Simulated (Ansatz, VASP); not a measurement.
**Pd: VASP beside Ansatz**

INCAR

```
SYSTEM = Pd
PREC     = Accurate       ! precision mode
ENCUT    = 520            ! plane-wave cutoff, eV
EDIFF    = 1E-6           ! SCF threshold, eV
ISMEAR   = -1             ! smearing method
SIGMA    = 0.05           ! smearing width, eV
LREAL    = .FALSE.        ! projectors in reciprocal space
LASPH    = .TRUE.         ! aspherical terms in the spheres
NELM     = 60             ! most SCF steps
ALGO     = Normal         ! electronic algorithm
ISIF     = 2              ! what is computed and relaxed
LWAVE    = .FALSE.        ! write WAVECAR
LCHARG   = .FALSE.        ! write CHGCAR
GGA      = B5             ! functional
ALDAX    = 1.0          
AGGAX    = 1.0          
AGGAC    = 1.0          
ALDAC    = 0.0          
IVDW     = 12             ! dispersion correction
VDW_S6   = 1.0          
VDW_S8   = 2.6996       
VDW_A1   = 0.4298       
VDW_A2   = 4.2359       
NBANDS   = 11             ! bands
```

The input KPOINTS:

```
Automatic mesh
0
G
  12 12 12
  0 0 0
```

File POSCAR:

```
Pd
1.0
    0.0000000000      1.9067643606      1.9067643606
    1.9067643606      0.0000000000      1.9067643606
    1.9067643606      1.9067643606      0.0000000000
Pd
1
Direct
    0.0000000000      0.0000000000      0.0000000000
```

The input input.yaml:

```yaml
crystal:
  lattice:
    - [0.0, 1.9067643606, 1.9067643606]
    - [1.9067643606, 0.0, 1.9067643606]
    - [1.9067643606, 1.9067643606, 0.0]
  atoms:
    - { symbol: Pd, position: [0.0, 0.0, 0.0] }
hamiltonian:
  xc: blyp
  pseudopotentials: { kind: paw }
  dispersion: d3bj
kpoints:
  mp_grid: { grid: [12, 12, 12] }
scf:
  occupations: { method: fermi_dirac, width: 0.05 }
output:
  forces: true
  stress: true
  eigenvalues: true
  write_density: true
  write_potential: true
  elf: true
  volumetric_format: npy
```

Alike in both runs: task single point; functional BLYP; dispersion D3(BJ); k mesh 12 × 12 × 12; occupations fermi-dirac, width 0.05 eV; no spin polarisation.

|  | VASP | Ansatz |
| --- | --- | --- |
| version | VASP 6.6.1 | Ansatz 0.2.0 |
| potentials or method | VASP PAW PBE potentials, release 64 (Pd) | Ansatz PAW |
| plane-wave cutoff (eV) | 520 | 420 |
| valence electrons in the cell | 10 | 18 |

Ansatz gave:

* gap on the k mesh at the Fermi level (eV): none
* pressure (GPa): 14.7

Which values does VASP return?

gap on the k mesh at the Fermi level (eV): none; pressure (GPa): 15.3.

VASP's potentials were made for PBE, not for BLYP. A gap of «none» marks a metal or a gap that the smearing closes. VASP's potentials hold 10 valence electrons a cell and Ansatz's 18, so a difference there can come from the potentials and not from the codes.
